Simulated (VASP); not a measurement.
# Ti5Si (P1) in VASP: single point with PBEsol

Aim: the single point of Ti5Si with PBEsol.

Everything below comes from runs of VASP 6.6.1. Logs are shortened: lines on timing, memory, paths and dates and some standing lists are left out, and cuts for length are marked.

## 1. The cell of the first run

The typed cell holds 6 atoms: a = 5.350 Å, b = 5.288 Å, c = 5.276 Å, α = 56.77°, β = 56.68°, γ = 57.43°.

## 2. Single point, PBEsol (atoms moved at random and the cell strained at random)

Input file INCAR:

```
SYSTEM = Ti5Si
ALGO = Fast ; EDIFF = 1E-7
ENCUT = 520 ; GGA = PS
ISIF = 2 ; ISMEAR = 0
LASPH = .True. ; LCHARG = .False.
LREAL = .False. ; LWAVE = .False.
NBANDS = 41 ; NELM = 80
PREC = Accurate ; SIGMA = 0.1
```

Input file KPOINTS:

```
k-points
0
Gamma
  8 8 8
  0 0 0
```

Input file POSCAR:

```
Ti5Si
1.0
    2.5881446878      1.4632273258      4.4483080099
   -2.5230840997      1.4504458811      4.4155398125
    0.0214612383     -2.8797452988      4.4207959760
Ti Si
5 1
Direct
    0.1536244382      0.1798274727      0.1474436636
    0.6026145207      0.3887407449      0.0293315758
   -0.0331386840      0.6294481188      0.4008227114
    0.8265757420      0.8522278747      0.8467902262
    0.4015611026     -0.0222253565      0.6210530498
    0.5150708304      0.4990478380      0.4830431954
```

Potentials or basis: VASP PAW PBE potentials, release 64 (Ti_sv, Si).

The run is started by

```
> cat potpaw_PBE.64/Ti_sv/POTCAR potpaw_PBE.64/Si/POTCAR > POTCAR
> mpirun -np 1 vasp_std > vasp.out
```

OUTCAR:

```text
SYSTEM = Ti5Si
   EDIFF = 1E-7
   ENCUT = 520
   GGA = PS
   ISIF = 2
   ISMEAR = 0
   LASPH = .True.
   LREAL = .False.
   NELM = 80
   PREC = Accurate

 ion  position               nearest neighbor table
   1  0.154  0.180  0.147-   2 2.80   3 2.81   2 2.84   6 2.84   5 2.88   5 2.89   4 2.90   6 2.91
                             4 2.92   6 3.02
   2  0.603  0.389  0.029-   6 2.51   5 2.65   5 2.66   3 2.71   4 2.77   3 2.79   1 2.80   1 2.84
                             6 2.87   4 2.91
   3  0.967  0.629  0.401-   5 2.53   6 2.61   2 2.71   4 2.76   2 2.79   1 2.81   6 2.86   4 2.86

   4  0.827  0.852  0.847-   5 2.74   3 2.76   2 2.77   6 2.81   3 2.86   6 2.89   1 2.90   2 2.91
                             1 2.92
   5  0.402  0.978  0.621-   3 2.53   2 2.65   2 2.66   6 2.68   4 2.74   6 2.76   1 2.88   1 2.89

   6  0.515  0.499  0.483-   2 2.51   3 2.61   5 2.68   5 2.76   4 2.81   1 2.84   3 2.86   2 2.87
                             4 2.89   1 2.91   1 3.02

  LATTYP: Found a triclinic cell.
 ALAT       =     5.0224788958
 B/A-ratio  =     1.0176946309
 C/A-ratio  =     1.0504896382
 COS(alpha) =     0.0080743524
 COS(beta)  =     0.4735173296
 COS(gamma) =     0.5044701556

  Lattice vectors:

 A1 = (   2.5445453380,  -4.3301911799,   0.0052561635)
 A2 = (   5.1112287875,   0.0127814447,   0.0327681974)
 A3 = (   0.0214612383,  -2.8797452988,   4.4207959760)

Analysis of symmetry for initial positions (statically):
=====================================================================
 Subroutine PRICEL returns:
 Original cell was already a primitive cell.

 Routine SETGRP: Setting up the symmetry group for a
 triclinic supercell.

 Subroutine GETGRP returns: Found  1 space group operations
 (whereof  1 operations were pure point group operations)
 out of a pool of  2 trial point group operations.

The static configuration has the point symmetry C_1 .

Analysis of symmetry for dynamics (positions and initial velocities):
=====================================================================
 Subroutine PRICEL returns:
 Original cell was already a primitive cell.

 Routine SETGRP: Setting up the symmetry group for a
 triclinic supercell.

 Subroutine GETGRP returns: Found  1 space group operations
 (whereof  1 operations were pure point group operations)
 out of a pool of  2 trial point group operations.

The dynamic configuration has the point symmetry C_1 .

 Subroutine INISYM returns: Found  1 space group operations
 (whereof  1 operations are pure point group operations),
 and found     1 'primitive' translations

----------------------------------------------------------------------------------------

                                     Primitive cell

  volume of cell :      98.1472

  direct lattice vectors                    reciprocal lattice vectors
     2.588144688  1.463227326  4.448308010     0.194888490  0.114611578  0.073712881
    -2.523084100  1.450445881  4.415539812    -0.196425653  0.115603868  0.076258944
     0.021461238 -2.879745299  4.420795976     0.000090767 -0.230791262  0.075863714

  length of vectors
     5.350417861  5.288358768  5.276062038     0.237804386  0.240338757  0.242940153

  position of ions in fractional coordinates (direct lattice)
     0.153624438  0.179827473  0.147443664
     0.602614521  0.388740745  0.029331576
     0.966861316  0.629448119  0.400822711
     0.826575742  0.852227875  0.846790226
     0.401561103  0.977774643  0.621053050
     0.515070830  0.499047838  0.483043195

  ion indices of the primitive-cell ions
   primitive index   ion index
                 1           1
                 2           2
                 3           3
                 4           4
                 5           5
                 6           6

----------------------------------------------------------------------------------------

 KPOINTS: k-points

Automatic generation of k-mesh.
 Grid dimensions read from file:
 generate k-points for:    8    8    8

 Generating k-lattice:

  Cartesian coordinates                     Fractional coordinates (reciprocal lattice)
     0.024361061  0.014326447  0.009214110     0.125000000  0.000000000 -0.000000000
    -0.024553207  0.014450484  0.009532368     0.000000000  0.125000000  0.000000000
     0.000011346 -0.028848908  0.009482964     0.000000000  0.000000000  0.125000000

  Length of vectors
     0.029725548  0.030042345  0.030367519

  Shift w.r.t. Gamma in fractional coordinates (k-lattice)
     0.000000000  0.000000000  0.000000000

 Subroutine IBZKPT returns following result:
 ===========================================

 Found    260 irreducible k-points:

 Following reciprocal coordinates:
            Coordinates               Weight
  0.000000  0.000000  0.000000      1.000000
  0.125000 -0.000000  0.000000      2.000000
  0.250000 -0.000000  0.000000      2.000000
  0.375000 -0.000000 -0.000000      2.000000
  0.500000 -0.000000  0.000000      1.000000
  0.000000  0.125000  0.000000      2.000000
[... 16 lines left out ...]
  0.125000  0.375000  0.000000      2.000000
  0.250000  0.375000  0.000000      2.000000
 [... further k-points ...]
   k-points           NKPTS =    260   k-points in BZ     NKDIM =    260   number of bands    NBANDS=     41
   number of dos      NEDOS =    301   number of ions     NIONS =      6
   total plane-waves  NPLWV =  64000
   dimension x,y,z NGX =    40 NGY =   40 NGZ =   40
   dimension x,y,z NGXF=    80 NGYF=   80 NGZF=   80
   ions per type =               5   1
   NGX,Y,Z   is equivalent  to a cutoff of  12.43, 12.57, 12.60 a.u.
   NGXF,Y,Z  is equivalent  to a cutoff of  24.86, 25.15, 25.21 a.u.
 SYSTEM =  Ti5Si
   PREC   = accura    normal or accurate (medium, high low for compatibility)
   ISTART =      0    job   : 0-new  1-cont  2-samecut
   ICHARG =      2    charge: 1-file 2-atom 10-const
   ISPIN  =      1    spin polarized calculation?
   LNONCOLLINEAR =      F non collinear calculations
   LSORBIT =      F    spin-orbit coupling
   LASPH  =      T    aspherical Exc in radial PAW
   ENCUT  =  520.0 eV  38.22 Ry    6.18 a.u.   9.95  9.83  9.81*2*pi/ulx,y,z
   NELM   =     80;   NELMIN=  2; NELMDL= -5     # of ELM steps
   EDIFF  = 0.1E-06   stopping-criterion for ELM
   LREAL  =      F    real-space projection
   EDIFFG = 0.1E-05   stopping-criterion for IOM
   NSW    =      0    number of steps for IOM
   IBRION =     -1    ionic relax: 0-MD 1-quasi-New 2-CG
   NFREE  =      0    steps in history (QN), initial steepest desc. (CG)
   ISIF   =      2    stress and relaxation
   ISYM   =      2    0-nonsym 1-usesym 2-fastsym
   POTIM  = 0.5000    time-step for ionic-motion
   TEBEG  =    0.0;   TEEND  =   0.0 temperature during run
   PSTRESS=    0.0 pullay stress
   NELECT =      64.0000    total number of electrons
   NUPDOWN=      -1.0000    fix difference up-down
   EMIN   =  10.00;   EMAX   =-10.00  energy-range for DOS
   EFERMI =   0.00;   METHOD = LEGACY
   ISMEAR =     0;   SIGMA  =   0.10  broadening in eV -4-tet -1-fermi 0-gaus
   EFERMI_NEDOS =   21; number of points for ismear=-14 and -15
   IALGO  =     68    algorithm
   IMIX   =      4    mixing-type and parameters
     AMIX     =   0.40;   BMIX     =  1.00
     AMIX_MAG =   1.60;   BMIX_MAG =  1.00
  volume/ion in A,a.u.               =      16.36       110.39
  Fermi-wavevector in a.u.,A,eV,Ry     =   1.419631  2.682714 27.420541  2.015353
  Thomas-Fermi vector in A             =   2.540631
   LORBIT       =      0    0 simple, 1 ext, 2 COOP (PROOUT), +10 PAW based schemes
   GGA     = PS    functional components
   LHFCALC =     F    Hartree Fock is set to
   AEXX    =    0.0000 exact exchange contribution
   IVDW    =     0    specifies the selected vdW correction
   LEPSILON=     F    determine dielectric tensor
   LRPA    =     F    only Hartree local field effects (RPA)
 non-spin polarized calculation
 RMM-DIIS sequential band-by-band and
 Gauss-broadening in eV      SIGMA  =   0.10
  energy-cutoff  :      520.00
  volume of cell :       98.15
 maximum number of plane-waves:      2665
   NGX = 19   NGY = 19   NGZ = 19

 number of electron      64.0000000 magnetization

 Free energy of the ion-electron system (eV)
  ---------------------------------------------------
  ext. energy  EPLUGINS =         0.00000000
  ---------------------------------------------------
  free energy    TOTEN  =       -48.96537647 eV

  energy without entropy =      -48.93892014  energy(sigma->0) =      -48.95214830

 E-fermi :   8.6480     XC(G=0): -11.7009

 val. band max:        8.6476346886   @ k =  -0.1250   0.1250   0.3750
 cond. band min:       8.6480762989   @ k =  -0.0000  -0.3750   0.3750
 fundamental gap:      0.0004416102
 Fermi energy:         8.6479531503

 k-point     1 :       0.0000    0.0000    0.0000
  band No.  band energies     occupation
      1     -47.8904      2.00000
      2     -47.7916      2.00000
      3     -47.6856      2.00000
      4     -47.5705      2.00000
      5     -47.5244      2.00000
      6     -24.5339      2.00000
[... 33 lines left out ...]
     40      10.3088      0.00000
     41      10.5568      0.00000

 k-point     2 :       0.1250   -0.0000    0.0000
  band No.  band energies     occupation
      1     -47.8870      2.00000
      2     -47.7932      2.00000
      3     -47.6836      2.00000
      4     -47.5750      2.00000
      5     -47.5240      2.00000
      6     -24.5235      2.00000
[... 33 lines left out ...]
     40      10.3890      0.00000
     41      10.7992      0.00000

 k-point     3 :       0.2500   -0.0000    0.0000
  band No.  band energies     occupation
      1     -47.8783      2.00000
      2     -47.7976      2.00000
      3     -47.6777      2.00000
      4     -47.5866      2.00000
      5     -47.5230      2.00000
      6     -24.5035      2.00000
[... 33 lines left out ...]
     40      10.5201      0.00000
     41      10.7118      0.00000

 k-point     4 :       0.3750   -0.0000   -0.0000
  band No.  band energies     occupation
      1     -47.8684      2.00000
      2     -47.8030      2.00000
      3     -47.6695      2.00000
      4     -47.6004      2.00000
      5     -47.5222      2.00000
      6     -24.5000      2.00000
[... 825 lines left out ...]
     40      10.3762      0.00000
     41      10.7643      0.00000

 k-point    23 :       0.1250    0.3750    0.0000
  band No.  band energies     occupation
      1     -47.8712      2.00000
      2     -47.8006      2.00000
      3     -47.6719      2.00000
      4     -47.5715      2.00000
      5     -47.5487      2.00000
      6     -24.5114      2.00000
[... 33 lines left out ...]
     40      10.5185      0.00000
     41      10.8599      0.00000

 k-point    24 :       0.2500    0.3750    0.0000
  band No.  band energies     occupation
      1     -47.8707      2.00000
      2     -47.7981      2.00000
      3     -47.6744      2.00000
      4     -47.5704      2.00000
      5     -47.5503      2.00000
      6     -24.4894      2.00000
[... 33 lines left out ...]
     40      10.4298      0.00000
     41      10.5134      0.00000

 [... further k-points ...]

------------------------ aborting loop because EDIFF is reached ----------------------------------------

  FORCE on cell =-STRESS in cart. coord.  units (eV):
  Direction    XX          YY          ZZ          XY          YZ          ZX
  --------------------------------------------------------------------------------------
  -------------------------------------------------------------------------------------
  Total       -2.9660161     -1.9886417     -0.4403772      1.1056847     -0.8727186     -1.1801961
  in kB      -48.4179363    -32.4630485     -7.1888191     18.0494545    -14.2464616    -19.2657945
  external PRESSURE =     -29.3566013 kB  Pullay stress =       0.0000000 kB

 VOLUME and BASIS-vectors are now :
 -----------------------------------------------------------------------------
  energy-cutoff  :      520.00
  volume of cell :       98.15
      direct lattice vectors                 reciprocal lattice vectors
     2.588144688  1.463227326  4.448308010     0.194888490  0.114611578  0.073712881
    -2.523084100  1.450445881  4.415539812    -0.196425653  0.115603868  0.076258944
     0.021461238 -2.879745299  4.420795976     0.000090767 -0.230791262  0.075863714

 POSITION                                       TOTAL-FORCE (eV/Angst)
 -----------------------------------------------------------------------------------
     -0.05295      0.06102      2.12922         0.136225     -0.137186     -0.568997
      0.57946      1.36114      4.52678         0.260045      0.803157     -1.125518
      0.92283      1.17345      8.85221         1.520653      0.448325      0.533520
      0.00723      0.00704     11.18340         0.013069      0.069124      0.980070
     -1.41438      0.21731      8.84922        -1.437294     -0.157750     -0.257357
      0.08430      0.08647      6.63019        -0.492699     -1.025670      0.438281
 -----------------------------------------------------------------------------------
    total drift:                                0.000258      0.000110      0.000220

  FREE ENERGIE OF THE ION-ELECTRON SYSTEM (eV)
  ---------------------------------------------------
  free  energy   TOTEN  =       -48.9653764716 eV

  energy  without entropy=      -48.9389201367  energy(sigma->0) =      -48.95214830
```

It took 57 min on 1 thread of Intel Xeon 6975P-C (Granite Rapids), shared host; peak memory 0.83 GiB.

Results:

| Quantity | Value |
| --- | --- |
| Free energy | -48.9654 eV |
| Pressure | -2.9 GPa |
| Largest force | 1.673 eV/Å |
| Band gap on the k mesh | zero (bands 32 and 33 overlap by 0.42 eV) |

Forces in eV/Å, atoms in the order of the input:
```
Ti   0.136 -0.137 -0.569
Ti   0.260  0.803 -1.126
Ti   1.521  0.448  0.534
Ti   0.013  0.069  0.980
Ti  -1.437 -0.158 -0.257
Si  -0.493 -1.026  0.438
```

Caveat: the cell differs from its parent crystal (atoms moved at random and the cell strained at random); the PAW data sets were made with another functional, which shifts forces and pressure a little.
